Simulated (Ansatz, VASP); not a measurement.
Ta in VASP and in Ansatz

```
Ta
1.0
    -1.62767    1.62767    1.62767
     1.62767   -1.62767    1.62767
     1.62767    1.62767   -1.62767
Ta
1
Direct
  0.00000 0.00000 0.00000
```

Alike in both runs: task single point; functional LDA; k mesh 14 × 14 × 14; occupations gaussian, width 0.6 eV; no spin polarisation.

|  | VASP | Ansatz |
| --- | --- | --- |
| version | VASP 6.6.1 | Ansatz 0.2.0 |
| potentials or method | VASP PAW LDA potentials, release 64 (Ta_pv), cutoff 520 eV | plane waves (420 eV) with PAW, scalar-relativistic |
| valence electrons in the cell | 11 | 13 |

Ansatz gave:

| Quantity | Value |
| --- | --- |
| pressure (GPa) | 0.6 |

Q: Which values does VASP return?

A: Pressure (GPa): 1.5.

Ansatz warns that its potentials were made for another functional, while VASP's fit it. LDA's correlation is that of Perdew and Zunger in VASP and of Perdew and Wang (1992) in Ansatz. VASP's potentials hold 11 valence electrons a cell and Ansatz's 13, so a difference there can come from the potentials and not from the codes.

Spin-orbit coupling is off throughout.
